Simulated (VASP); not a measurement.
A run of VASP 6.6.1 is set up as follows.

File INCAR:

```
ALGO = Normal
EDIFF = 1E-8
ENCUT = 520
ISIF = 2
ISMEAR = 0
LASPH = T
LCALCEPS = T
LCHARG = F
LMIXTAU = T
LREAL = F
LWAVE = F
METAGGA = R2SCAN
NELM = 100
PREC = Accurate
SIGMA = 0.01
```

File KPOINTS:

```
k-points
0
Gamma
  10 10 10
```

File POSCAR:

```
MgO
1.0
    0.0000000000      2.3061600000      2.3061600000
    2.3061600000      0.0000000000      2.3061600000
    2.3061600000      2.3061600000      0.0000000000
Mg O
1 1
Direct
    0.5000000000      0.5000000000      0.5000000000
    0.7500000000      0.7500000000      0.7500000000
```

Potentials or basis: VASP PAW PBE potentials, release 64 (Mg, O).

Command:

```sh
$ cat potpaw_PBE.64/Mg/POTCAR potpaw_PBE.64/O/POTCAR > POTCAR
$ mpirun -np 1 vasp_std > vasp.out
```

Problem. Estimate the electronic dielectric tensor (diagonal).

Solution. 2.83.

Problem. What does it give for the Born charges (mean of the diagonal)?

Solution. Mg +1.83; O -1.83 e.

Problem. Predict the band gap on the k mesh.

Solution. 4.14 eV, direct.

Dipole moments of the cell (e·Å, modulo the quantum): ionic -11.531, -11.531, -11.531; electronic 0.000, 0.000, 0.002

Caveat: the PAW data sets were made with another functional, which shifts forces and pressure a little. r2SCAN opens gaps a little over a GGA but as a rule still falls short of measured ones.
